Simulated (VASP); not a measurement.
A run of VASP 6.6.1 is set up as follows.

File INCAR:

```
PREC = Accurate ; ENCUT = 520
EDIFF = 1E-6 ; ISMEAR = 0
SIGMA = 0.05 ; LREAL = False
LASPH = True ; NELM = 150
ALGO = Normal ; ISIF = 2
LWAVE = False ; LCHARG = False
ISPIN = 2 ; MAGMOM = 0 0 0 0 0 0 3
LORBIT = 11 ; LDIPOL = True
IDIPOL = 3 ; DIPOL = 0.5 0.5 0.335
GGA = PE ; NBANDS = 28
```

Contents of KPOINTS:

```
regular mesh
0
Gamma
  9 9 1
```

File POSCAR:

```
Mg3NO3
1.0
    3.0085896333      0.0000000000      0.0000000000
    0.0000000000      3.0085896333      0.0000000000
    0.0000000000      0.0000000000     19.7799623295
Mg O N
3 3 1
Direct
    0.5000000000      0.5000000000      0.2022248543
    0.0000000000      0.0000000000      0.3100331114
    0.5000000000      0.5000000000      0.4161289115
    0.0000000000      0.0000000000      0.2022248543
    0.5000000000      0.5000000000      0.3095409233
    0.0000000000      0.0000000000      0.4186035439
    0.0000000000      0.2500000000      0.4850472897
```

Potentials or basis: VASP PAW PBE potentials, release 64 (Mg, O, N).

Launch:

```sh
$ cat potpaw_PBE.64/Mg/POTCAR potpaw_PBE.64/O/POTCAR potpaw_PBE.64/N/POTCAR > POTCAR
$ mpirun -np 1 vasp_std > vasp.out
```

Q: What does it give for the site moments?

A: Mg +0.00, +0.01 (each value once); O +0.00, +0.09 (each value once); N +0.67 μB.

Q: What does it give for the largest force?

A: 2.249 eV/Å.

Q: Estimate the net moment.

A: 1.06 μB per cell.

Forces in eV/Å, atoms in the order of the input:
```
Mg   0.000  0.002 -0.050
Mg   0.000  0.076 -0.711
Mg   0.000  0.281  2.231
O    0.000  0.003  0.036
O    0.000  0.091  0.596
O    0.000 -0.481 -2.187
N    0.000  0.029  0.085
```
